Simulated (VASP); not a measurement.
# InSb (I-4m2) in VASP: notebook

InSb is run at these levels: PBE; tasks: single point.

All numbers are computed with VASP 6.6.1; they aren't measurements. Logs are shortened: lines on timing, memory, paths and dates and some standing lists are left out, and cuts for length are marked.

**1. The cell of the first run**

It takes space group I-4m2 (No. 119, tetragonal). The conventional cell has a = 6.015 Å, b = 6.015 Å, c = 3.624 Å, α = 90.00°, β = 90.00°, γ = 90.00°. Within 4.1 Å of In (site symmetry -4m2) lie 8 Sb at 3.14 to 4.05 Å and 2 In at 3.62 Å. Within 4.1 Å of Sb (site symmetry -4m2) lie 8 In at 3.14 to 4.05 Å and 2 Sb at 3.62 Å.

**2. Single point, PBE**

File INCAR:

```
  PREC = Accurate
  ENCUT = 520
  EDIFF = 1E-6
  ISMEAR = 0
  SIGMA = 0.15
  LREAL = False
  LASPH = True
  NELM = 60
  ALGO = Normal
  ISIF = 2
  LWAVE = False
  LCHARG = False
  GGA = PE
  NBANDS = 16
```

File KPOINTS:

```
regular mesh
0
Gamma
  16 16 16
```

File POSCAR:

```
InSb
1.0
   -3.0074500000      3.0074500000      1.8119000000
    3.0074500000     -3.0074500000      1.8119000000
    3.0074500000      3.0074500000     -1.8119000000
In Sb
1 1
Direct
    0.2500000000      0.7500000000      0.5000000000
    0.0000000000      0.0000000000      0.0000000000
```

Potentials or basis: VASP PAW PBE potentials, release 64 (In_d, Sb).

Launch:

```bash
$ cat potpaw_PBE.64/In_d/POTCAR potpaw_PBE.64/Sb/POTCAR > POTCAR
$ mpirun -np 1 vasp_std > vasp.out
```

OUTCAR:

```text
PREC = Accurate
   ENCUT = 520
   EDIFF = 1E-6
   ISMEAR = 0
   LREAL = False
   LASPH = True
   NELM = 60
   ISIF = 2
   GGA = PE

 ion  position               nearest neighbor table
   1  0.250  0.750  0.500-   2 3.14   2 3.14   2 3.14   2 3.14
   2  0.000  0.000  0.000-   1 3.14   1 3.14   1 3.14   1 3.14

  LATTYP: Found a body centered tetragonal cell.
 ALAT       =     6.0149000000
 C/A-ratio  =     0.6024705315

  Lattice vectors:

 A1 = (  -3.0074500000,   3.0074500000,   1.8119000000)
 A2 = (   3.0074500000,  -3.0074500000,   1.8119000000)
 A3 = (   3.0074500000,   3.0074500000,  -1.8119000000)

Analysis of symmetry for initial positions (statically):
=====================================================================
 Subroutine PRICEL returns:
 Original cell was already a primitive cell.

 Routine SETGRP: Setting up the symmetry group for a
 body centered tetragonal supercell.

 Subroutine GETGRP returns: Found  8 space group operations
 (whereof  8 operations were pure point group operations)
 out of a pool of 16 trial point group operations.

The static configuration has the point symmetry D_2d.

Analysis of symmetry for dynamics (positions and initial velocities):
=====================================================================
 Subroutine PRICEL returns:
 Original cell was already a primitive cell.

 Routine SETGRP: Setting up the symmetry group for a
 body centered tetragonal supercell.

 Subroutine GETGRP returns: Found  8 space group operations
 (whereof  8 operations were pure point group operations)
 out of a pool of 16 trial point group operations.

The dynamic configuration has the point symmetry D_2d.

 Subroutine INISYM returns: Found  8 space group operations
 (whereof  8 operations are pure point group operations),
 and found     1 'primitive' translations

----------------------------------------------------------------------------------------

                                     Primitive cell

  volume of cell :      65.5528

  direct lattice vectors                    reciprocal lattice vectors
    -3.007450000  3.007450000  1.811900000     0.000000000  0.166253803  0.275953419
     3.007450000 -3.007450000  1.811900000     0.166253803  0.000000000  0.275953419
     3.007450000  3.007450000 -1.811900000     0.166253803  0.166253803  0.000000000

  length of vectors
     4.623039327  4.623039327  4.623039327     0.322165511  0.322165511  0.235118383

  position of ions in fractional coordinates (direct lattice)
[... 74 lines left out ...]
   LNONCOLLINEAR =      F non collinear calculations
   LSORBIT =      F    spin-orbit coupling
   LASPH  =      T    aspherical Exc in radial PAW
   ENCUT  =  520.0 eV  38.22 Ry    6.18 a.u.   8.60  8.60  8.60*2*pi/ulx,y,z
   NELM   =     60;   NELMIN=  2; NELMDL= -5     # of ELM steps
   EDIFF  = 0.1E-05   stopping-criterion for ELM
   LREAL  =      F    real-space projection
   EDIFFG = 0.1E-04   stopping-criterion for IOM
   NSW    =      0    number of steps for IOM
   IBRION =     -1    ionic relax: 0-MD 1-quasi-New 2-CG
   NFREE  =      0    steps in history (QN), initial steepest desc. (CG)
   ISIF   =      2    stress and relaxation
   ISYM   =      2    0-nonsym 1-usesym 2-fastsym
   POTIM  = 0.5000    time-step for ionic-motion
   TEBEG  =    0.0;   TEEND  =   0.0 temperature during run
   PSTRESS=    0.0 pullay stress
   NELECT =      18.0000    total number of electrons
   NUPDOWN=      -1.0000    fix difference up-down
   EMIN   =  10.00;   EMAX   =-10.00  energy-range for DOS
   EFERMI =   0.00;   METHOD = LEGACY
   ISMEAR =     0;   SIGMA  =   0.15  broadening in eV -4-tet -1-fermi 0-gaus
   EFERMI_NEDOS =   21; number of points for ismear=-14 and -15
   IALGO  =     38    algorithm
   IMIX   =      4    mixing-type and parameters
     AMIX     =   0.40;   BMIX     =  1.00
     AMIX_MAG =   1.60;   BMIX_MAG =  1.00
  volume/ion in A,a.u.               =      32.78       221.19
  Fermi-wavevector in a.u.,A,eV,Ry     =   1.064066  2.010794 15.405018  1.132237
  Thomas-Fermi vector in A             =   2.199572
   LORBIT       =      0    0 simple, 1 ext, 2 COOP (PROOUT), +10 PAW based schemes
   GGA     = PE    functional components
   LHFCALC =     F    Hartree Fock is set to
   AEXX    =    0.0000 exact exchange contribution
   IVDW    =     0    specifies the selected vdW correction
   LEPSILON=     F    determine dielectric tensor
   LRPA    =     F    only Hartree local field effects (RPA)
 non-spin polarized calculation
 Gauss-broadening in eV      SIGMA  =   0.15
  energy-cutoff  :      520.00
  volume of cell :       65.55
 maximum number of plane-waves:      1782
   NGX = 17   NGY = 17   NGZ = 17

 number of electron      18.0000005 magnetization

 Free energy of the ion-electron system (eV)
  ---------------------------------------------------
  ext. energy  EPLUGINS =         0.00000000
  ---------------------------------------------------
  free energy    TOTEN  =        -6.53366968 eV

  energy without entropy =       -6.52291226  energy(sigma->0) =       -6.52829097

 E-fermi :   5.4705     XC(G=0):  -9.2168

 val. band max:        5.4694680481   @ k =  -0.1875   0.3750   0.0625
 cond. band min:       5.4847546538   @ k =  -0.3750   0.3750   0.1875
 fundamental gap:      0.0152866058
 Fermi energy:         5.4705440200

 k-point     1 :       0.0000    0.0000    0.0000
  band No.  band energies     occupation
      1      -9.0510      2.00000
      2      -8.9303      2.00000
      3      -8.9232      2.00000
      4      -8.9232      2.00000
      5      -8.9231      2.00000
      6      -4.8552      2.00000
[... 433 lines left out ...]
      3      -8.9235      2.00000
      4      -8.9226      2.00000
      5      -8.9223      2.00000
      6      -4.8301      2.00000
[... 8 lines left out ...]
     15      13.1854      0.00000
     16      14.6776      0.00000

 [... further k-points ...]
[... 5 lines left out ...]
  --------------------------------------------------------------------------------------
  -------------------------------------------------------------------------------------
  Total       -1.5430143     -1.5430143     -2.0949061      0.0000000      0.0000000      0.0000000
  in kB      -37.7128621    -37.7128621    -51.2016665      0.0000000      0.0000000      0.0000000
  external PRESSURE =     -42.2091302 kB  Pullay stress =       0.0000000 kB

 VOLUME and BASIS-vectors are now :
 -----------------------------------------------------------------------------
  energy-cutoff  :      520.00
  volume of cell :       65.55
      direct lattice vectors                 reciprocal lattice vectors
    -3.007450000  3.007450000  1.811900000     0.000000000  0.166253803  0.275953419
     3.007450000 -3.007450000  1.811900000     0.166253803  0.000000000  0.275953419
     3.007450000  3.007450000 -1.811900000     0.166253803  0.166253803  0.000000000

 POSITION                                       TOTAL-FORCE (eV/Angst)
 -----------------------------------------------------------------------------------
      3.00745      0.00000      0.90595        -0.000000     -0.000000     -0.000000
      0.00000      0.00000      0.00000         0.000000      0.000000      0.000000
 -----------------------------------------------------------------------------------
    total drift:                               -0.000000      0.000000      0.000000

  FREE ENERGIE OF THE ION-ELECTRON SYSTEM (eV)
  ---------------------------------------------------
  free  energy   TOTEN  =        -6.5336696802 eV

  energy  without entropy=       -6.5229122555  energy(sigma->0) =       -6.52829097
```

stdout:

```text
POSCAR found type information on POSCAR InSb
 POSCAR found :  2 types and       2 ions
 scaLAPACK will be used
 LDA part: xc-table for (Slater+PW92), standard interpolation
 POSCAR, INCAR and KPOINTS ok, starting setup
 FFT: planning ... GRIDC
 FFT: planning ... GRID_SOFT
 FFT: planning ... GRID
 WAVECAR not read
 entering main loop
```

Run time: 3.2 min. Hardware: 1 thread of AMD EPYC 9R45 (Zen 5), shared host; peak memory 0.47 GiB.

Results:

| Quantity | Value |
| --- | --- |
| Free energy | -6.5337 eV |
| Pressure | -4.2 GPa |
| Band gap on the k mesh | zero (bands 9 and 10 overlap by 3.82 eV) |

Levels at points of the mesh, in eV from the Fermi level:
```csv
k point,band 7,band 8,band 9,band 10,band 11,band 12
"(0.00, 0.00, 0.00)",-2.90,-1.37,-1.37,2.81,3.82,6.13
"(0.50, 0.00, 0.00)",-4.51,-1.90,-1.29,-0.82,2.62,2.79
"(0.50, 0.50, 0.00)",-6.44,-0.05,1.66,2.02,2.08,3.11
"(0.50, 0.50, 0.50)",-4.73,-3.72,-3.72,1.94,4.01,8.35
```

Caveat: the cell stands under tension; spin-orbit coupling is left out, which moves the levels of the heavy elements.

**3. Single point, PBE**

This run uses another cell than the first one, of 33.71 Å³/atom.

File INCAR:

```
SYSTEM = InSb
ALGO     = Normal         ! electronic algorithm
EDIFF    = 1E-6           ! SCF threshold, eV
ENCUT    = 520            ! plane-wave cutoff, eV
GGA      = PE             ! functional
ISIF     = 2              ! what is computed and relaxed
ISMEAR   = 0              ! smearing method
LASPH    = .True.         ! aspherical terms in the spheres
LCHARG   = .False.        ! write CHGCAR
LREAL    = .False.        ! projectors in reciprocal space
LWAVE    = .False.        ! write WAVECAR
NBANDS   = 16             ! bands
NELM     = 100            ! most SCF steps
PREC     = Accurate       ! precision mode
SIGMA    = 0.15           ! smearing width, eV
```

File KPOINTS:

```
k-points
0
Gamma
  16 16 16
  0 0 0
```

File POSCAR:

```
InSb
1.0
   -3.1060500000      3.1060500000      1.7471500000
    3.1060500000     -3.1060500000      1.7471500000
    3.1060500000      3.1060500000     -1.7471500000
In Sb
1 1
Direct
    0.2500000000      0.7500000000      0.5000000000
    0.0000000000      0.0000000000      0.0000000000
```

Potentials or basis: VASP PAW PBE potentials, release 64 (In_d, Sb).

Launch:

```bash
$ cat potpaw_PBE.64/In_d/POTCAR potpaw_PBE.64/Sb/POTCAR > POTCAR
$ mpirun -np 1 vasp_std > vasp.out
```

It took 3.3 min on 1 thread of AMD EPYC 9R45 (Zen 5), shared host; peak memory 0.48 GiB.

It converged, with:

```yaml
Free_energy: -6.4937 eV
Pressure: -5.1 GPa
Band_gap_on_the_k_mesh: zero (bands 9 and 10 overlap by 3.58 eV)
```

Stress tensor (GPa, compression positive):
```
-5.03  0.00  0.00
 0.00 -5.03  0.00
 0.00  0.00 -5.37
```

Levels at points of the mesh, in eV from the Fermi level:
```csv
k point,band 7,band 8,band 9,band 10,band 11,band 12
"(0.00, 0.00, 0.00)",-3.41,-1.48,-1.48,3.36,3.65,5.74
"(0.50, 0.00, 0.00)",-4.23,-2.02,-1.02,-0.86,2.53,2.71
"(0.50, 0.50, 0.00)",-6.36,-0.22,1.54,1.67,1.85,3.25
"(0.50, 0.50, 0.50)",-4.88,-3.61,-3.61,2.66,4.90,7.65
```

Caveat: the cell stands under tension; spin-orbit coupling is left out, which moves the levels of the heavy elements.
